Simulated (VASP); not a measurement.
# WC in VASP: notebook

WC is run at these levels: PBE; tasks: single point.

Everything below comes from runs of VASP 6.6.1. Logs are shortened: lines on timing, memory, paths and dates and some standing lists are left out, and cuts for length are marked.

## (1) The cell of the first run

Symmetry: Amm2, No. 38, orthorhombic system. Conventional cell: a = 2.829 Å, b = 2.901 Å, c = 5.024 Å, α = 90.00°, β = 90.00°, γ = 90.00°. Within 2.7 Å of W (site symmetry mm2) lie 6 C at 2.04 to 2.28 Å. Within 2.7 Å of C (site symmetry mm2) lie 6 W at 2.04 to 2.28 Å.

## (2) Single point, PBE (atom 1 (W) moved by (+0.000, -0.200) A along x and y)

Contents of INCAR:

```
  PREC = Accurate
  ENCUT = 520
  EDIFF = 1E-7
  ISMEAR = 0
  SIGMA = 0.15
  LREAL = False
  LASPH = True
  NELM = 80
  ALGO = Normal
  ISIF = 2
  LWAVE = False
  LCHARG = True
  GGA = PE
  LELF = True
  LVHAR = True
  NBANDS = 16
```

Contents of KPOINTS:

```
Automatic mesh
0
Gamma
  18 18 16
```

Contents of POSCAR:

```
WC
1.0
    2.9005014360      0.0000000000      0.0000000000
   -1.4502507180      2.5119079273      0.0000000000
    0.0000000000      0.0000000000      2.8290000000
W C
1 1
Direct
   -0.0398103764     -0.0796207527      0.0000000000
    0.6666666667      0.3333333333      0.5000000000
```

Potentials or basis: VASP PAW PBE potentials, release 64 (W_sv, C).

Started as:

```
> cat potpaw_PBE.64/W_sv/POTCAR potpaw_PBE.64/C/POTCAR > POTCAR
> mpirun -np 1 vasp_std > vasp.out
```

OUTCAR:

```text
PREC = Accurate
   ENCUT = 520
   EDIFF = 1E-7
   ISMEAR = 0
   LREAL = False
   LASPH = True
   NELM = 80
   ISIF = 2
   GGA = PE

 ion  position               nearest neighbor table
   1  0.960  0.920  0.000-   2 2.04   2 2.04   2 2.28   2 2.28   2 2.28   2 2.28
   2  0.667  0.333  0.500-   1 2.04   1 2.04   1 2.28   1 2.28   1 2.28   1 2.28

  LATTYP: Found a hexagonal cell.
 ALAT       =     2.9005014360
 C/A-ratio  =     0.9753485949

  Lattice vectors:

 A1 = (   2.9005014360,   0.0000000000,   0.0000000000)
 A2 = (  -1.4502507180,   2.5119079273,   0.0000000000)
 A3 = (   0.0000000000,   0.0000000000,   2.8290000000)

Analysis of symmetry for initial positions (statically):
=====================================================================
 Subroutine PRICEL returns:
 Original cell was already a primitive cell.

 Routine SETGRP: Setting up the symmetry group for a
 hexagonal supercell.

 Subroutine GETGRP returns: Found  4 space group operations
 (whereof  4 operations were pure point group operations)
 out of a pool of 24 trial point group operations.

The static configuration has the point symmetry C_2v.

Analysis of symmetry for dynamics (positions and initial velocities):
=====================================================================
 Subroutine PRICEL returns:
 Original cell was already a primitive cell.

 Routine SETGRP: Setting up the symmetry group for a
 hexagonal supercell.

 Subroutine GETGRP returns: Found  4 space group operations
 (whereof  4 operations were pure point group operations)
 out of a pool of 24 trial point group operations.

The dynamic configuration has the point symmetry C_2v.

 Subroutine INISYM returns: Found  4 space group operations
 (whereof  4 operations are pure point group operations),
 and found     1 'primitive' translations

----------------------------------------------------------------------------------------

                                     Primitive cell

  volume of cell :      20.6115

  direct lattice vectors                    reciprocal lattice vectors
     2.900501436  0.000000000  0.000000000     0.344767973  0.199051882  0.000000000
    -1.450250718  2.511907927  0.000000000     0.000000000  0.398103764  0.000000000
     0.000000000  0.000000000  2.829000000     0.000000000  0.000000000  0.353481796

  length of vectors
     2.900501436  2.900501436  2.829000000     0.398103764  0.398103764  0.353481796

  position of ions in fractional coordinates (direct lattice)
     0.960189624  0.920379247  0.000000000
     0.666666667  0.333333333  0.500000000

  ion indices of the primitive-cell ions
   primitive index   ion index
                 1           1
                 2           2

----------------------------------------------------------------------------------------

 KPOINTS: Automatic mesh

Automatic generation of k-mesh.
 Grid dimensions read from file:
 generate k-points for:   18   18   16

 Generating k-lattice:

  Cartesian coordinates                     Fractional coordinates (reciprocal lattice)
     0.019153776  0.011058438  0.000000000     0.055555556  0.000000000  0.000000000
     0.000000000  0.022116876  0.000000000     0.000000000  0.055555556  0.000000000
     0.000000000  0.000000000  0.022092612     0.000000000  0.000000000  0.062500000

  Length of vectors
     0.022116876  0.022116876  0.022092612

  Shift w.r.t. Gamma in fractional coordinates (k-lattice)
     0.000000000  0.000000000  0.000000000

 Subroutine IBZKPT returns following result:
 ===========================================

 Found    819 irreducible k-points:

 Following reciprocal coordinates:
            Coordinates               Weight
  0.000000  0.000000  0.000000      1.000000
  0.055556  0.000000  0.000000      4.000000
  0.000000  0.055556  0.000000      2.000000
  0.111111  0.000000  0.000000      4.000000
  0.000000  0.111111  0.000000      2.000000
  0.166667  0.000000  0.000000      4.000000
[... 16 lines left out ...]
 -0.055556  0.166667  0.000000      4.000000
 -0.166667  0.111111  0.000000      4.000000
 [... further k-points ...]
   k-points           NKPTS =    819   k-points in BZ     NKDIM =    819   number of bands    NBANDS=     16
   number of dos      NEDOS =    301   number of ions     NIONS =      2
   total plane-waves  NPLWV =  13824
   dimension x,y,z NGX =    24 NGY =   24 NGZ =   24
   dimension x,y,z NGXF=    48 NGYF=   48 NGZF=   48
   ions per type =               1   1
   NGX,Y,Z   is equivalent  to a cutoff of  13.76, 13.76, 14.10 a.u.
   NGXF,Y,Z  is equivalent  to a cutoff of  27.51, 27.51, 28.21 a.u.
 SYSTEM =  unknown system
   PREC   = accura    normal or accurate (medium, high low for compatibility)
   ISTART =      0    job   : 0-new  1-cont  2-samecut
   ICHARG =      2    charge: 1-file 2-atom 10-const
   ISPIN  =      1    spin polarized calculation?
   LNONCOLLINEAR =      F non collinear calculations
   LSORBIT =      F    spin-orbit coupling
   LASPH  =      T    aspherical Exc in radial PAW
   ENCUT  =  520.0 eV  38.22 Ry    6.18 a.u.   5.39  5.39  5.26*2*pi/ulx,y,z
   NELM   =     80;   NELMIN=  2; NELMDL= -5     # of ELM steps
   EDIFF  = 0.1E-06   stopping-criterion for ELM
   LREAL  =      F    real-space projection
   EDIFFG = 0.1E-05   stopping-criterion for IOM
   NSW    =      0    number of steps for IOM
   IBRION =     -1    ionic relax: 0-MD 1-quasi-New 2-CG
   NFREE  =      0    steps in history (QN), initial steepest desc. (CG)
   ISIF   =      2    stress and relaxation
   ISYM   =      2    0-nonsym 1-usesym 2-fastsym
   POTIM  = 0.5000    time-step for ionic-motion
   TEBEG  =    0.0;   TEEND  =   0.0 temperature during run
   PSTRESS=    0.0 pullay stress
   NELECT =      18.0000    total number of electrons
   NUPDOWN=      -1.0000    fix difference up-down
   EMIN   =  10.00;   EMAX   =-10.00  energy-range for DOS
   EFERMI =   0.00;   METHOD = LEGACY
   ISMEAR =     0;   SIGMA  =   0.15  broadening in eV -4-tet -1-fermi 0-gaus
   EFERMI_NEDOS =   21; number of points for ismear=-14 and -15
   IALGO  =     38    algorithm
   IMIX   =      4    mixing-type and parameters
     AMIX     =   0.40;   BMIX     =  1.00
     AMIX_MAG =   1.60;   BMIX_MAG =  1.00
  volume/ion in A,a.u.               =      10.31        69.55
  Fermi-wavevector in a.u.,A,eV,Ry     =   1.564813  2.957068 33.315762  2.448639
  Thomas-Fermi vector in A             =   2.667381
   LORBIT       =      0    0 simple, 1 ext, 2 COOP (PROOUT), +10 PAW based schemes
   GGA     = PE    functional components
   LHFCALC =     F    Hartree Fock is set to
   AEXX    =    0.0000 exact exchange contribution
   IVDW    =     0    specifies the selected vdW correction
   LEPSILON=     F    determine dielectric tensor
   LRPA    =     F    only Hartree local field effects (RPA)
 non-spin polarized calculation
 Gauss-broadening in eV      SIGMA  =   0.15
  energy-cutoff  :      520.00
  volume of cell :       20.61
 maximum number of plane-waves:       580
 NGX is ok and might be reduce to    24
   NGX = 11   NGY = 11   NGZ = 11

 number of electron      18.0000001 magnetization

 Free energy of the ion-electron system (eV)
  ---------------------------------------------------
  ext. energy  EPLUGINS =         0.00000000
  ---------------------------------------------------
  free energy    TOTEN  =       -22.08717251 eV

  energy without entropy =      -22.08377230  energy(sigma->0) =      -22.08547240

 E-fermi :  11.3005     XC(G=0): -13.8249

 val. band max:       11.2996202352   @ k =   0.4444   0.1111   0.0000
 cond. band min:      11.3042498275   @ k =   0.3333   0.3333   0.0625
 fundamental gap:      0.0046295924
 Fermi energy:        11.3004580487

 k-point     1 :       0.0000    0.0000    0.0000
  band No.  band energies     occupation
      1     -62.7720      2.00000
      2     -26.7887      2.00000
      3     -26.6696      2.00000
      4     -26.6497      2.00000
      5      -3.3348      2.00000
      6       6.5393      2.00000
[... 8 lines left out ...]
     15      25.4799      0.00000
     16      26.7819      0.00000

 k-point     2 :       0.0556    0.0000    0.0000
  band No.  band energies     occupation
      1     -62.7702      2.00000
      2     -26.7854      2.00000
      3     -26.6930      2.00000
      4     -26.6586      2.00000
      5      -3.2555      2.00000
      6       6.5807      2.00000
[... 8 lines left out ...]
     15      25.1338      0.00000
     16      27.1735      0.00000

 k-point     3 :       0.0000    0.0556    0.0000
  band No.  band energies     occupation
      1     -62.7702      2.00000
      2     -26.7851      2.00000
      3     -26.6769      2.00000
      4     -26.6757      2.00000
      5      -3.2476      2.00000
      6       6.5470      2.00000
[... 8 lines left out ...]
     15      25.5247      0.00000
     16      26.9941      0.00000

 k-point     4 :       0.1111    0.0000    0.0000
  band No.  band energies     occupation
      1     -62.7650      2.00000
      2     -26.7757      2.00000
      3     -26.7667      2.00000
      4     -26.6772      2.00000
      5      -3.0241      2.00000
      6       6.6402      2.00000
[... 8 lines left out ...]
     15      24.6295      0.00000
     16      27.8472      0.00000
[... 324 lines left out ...]
 k-point    22 :       0.1111    0.0556    0.0000
  band No.  band energies     occupation
      1     -62.7601      2.00000
      2     -26.8311      2.00000
      3     -26.7660      2.00000
      4     -26.7014      2.00000
      5      -2.7799      2.00000
      6       6.5010      2.00000
[... 8 lines left out ...]
     15      24.8561      0.00000
     16      28.4292      0.00000

 k-point    23 :      -0.0556    0.1667    0.0000
  band No.  band energies     occupation
      1     -62.7601      2.00000
      2     -26.8261      2.00000
      3     -26.7652      2.00000
      4     -26.7090      2.00000
      5      -2.7543      2.00000
      6       6.4092      2.00000
[... 8 lines left out ...]
     15      25.4918      0.00000
     16      28.2979      0.00000

 k-point    24 :      -0.1667    0.1111    0.0000
  band No.  band energies     occupation
      1     -62.7602      2.00000
      2     -26.8354      2.00000
      3     -26.7671      2.00000
      4     -26.6930      2.00000
      5      -2.8152      2.00000
      6       6.5428      2.00000
[... 8 lines left out ...]
     15      24.1715      0.00000
     16      28.0875      0.00000

 [... further k-points ...]

------------------------ aborting loop because EDIFF is reached ----------------------------------------

  FORCE on cell =-STRESS in cart. coord.  units (eV):
  Direction    XX          YY          ZZ          XY          YZ          ZX
  --------------------------------------------------------------------------------------
  -------------------------------------------------------------------------------------
  Total        0.6538516      2.9772416      2.7853686      0.0000000      0.0000000      0.0000000
  in kB       50.8253083    231.4274763    216.5127662      0.0000000      0.0000000      0.0000000
  external PRESSURE =     166.2551836 kB  Pullay stress =       0.0000000 kB

 VOLUME and BASIS-vectors are now :
 -----------------------------------------------------------------------------
  energy-cutoff  :      520.00
  volume of cell :       20.61
      direct lattice vectors                 reciprocal lattice vectors
     2.900501436  0.000000000  0.000000000     0.344767973  0.199051882  0.000000000
    -1.450250718  2.511907927  0.000000000     0.000000000  0.398103764  0.000000000
     0.000000000  0.000000000  2.829000000     0.000000000  0.000000000  0.353481796

 POSITION                                       TOTAL-FORCE (eV/Angst)
 -----------------------------------------------------------------------------------
      1.45025      2.31191      0.00000         0.000000      3.586989      0.000000
      1.45025      0.83730      1.41450        -0.000000     -3.586989      0.000000
 -----------------------------------------------------------------------------------
    total drift:                                0.000000     -0.000009     -0.000000

  FREE ENERGIE OF THE ION-ELECTRON SYSTEM (eV)
  ---------------------------------------------------
  free  energy   TOTEN  =       -22.0871725054 eV

  energy  without entropy=      -22.0837723006  energy(sigma->0) =      -22.08547240
```

Wall time 99 s (1 thread of Intel Xeon Platinum 8488C (Sapphire Rapids), shared host); peak memory 0.37 GiB.

What came out:

| Quantity | Value |
| --- | --- |
| Free energy | -22.0872 eV |
| Pressure | 16.6 GPa |
| Largest force | 3.587 eV/Å |
| Band gap on the k mesh | zero (bands 9 and 10 overlap by 1.40 eV) |

Forces on the atoms (eV/Å):
```
W    0.000  3.587  0.000
C    0.000 -3.587  0.000
```

Levels at points of the mesh, in eV from the Fermi level:
| k point | band 7 | band 8 | band 9 | band 10 | band 11 | band 12 |
| --- | --- | --- | --- | --- | --- | --- |
| (0.00, 0.00, 0.00) | -3.69 | -2.89 | -0.38 | 3.28 | 3.33 | 3.81 |
| (0.50, 0.00, 0.00) | -4.27 | -3.61 | -0.03 | 2.02 | 4.54 | 5.11 |
| (0.00, 0.50, 0.00) | -4.46 | -3.77 | -0.39 | 2.38 | 4.18 | 4.73 |
| (0.00, 0.00, 0.50) | -3.24 | -0.80 | -0.79 | -0.75 | 2.52 | 3.66 |
| (0.50, 0.00, 0.50) | -4.96 | -4.24 | 0.45 | 4.34 | 5.20 | 5.70 |
| (0.00, 0.50, 0.50) | -4.11 | -3.80 | -0.44 | 4.41 | 5.26 | 6.81 |

Caveat: the cell differs from its parent crystal (atom 1 (W) moved by (+0.000, -0.200) A along x and y); the cell stands under pressure; spin-orbit coupling is left out, which moves the levels of the heavy elements; forces of over 1 eV/Å act on the atoms, so gaps and moduli don't describe the material at rest.

[end of part 1 of 2]
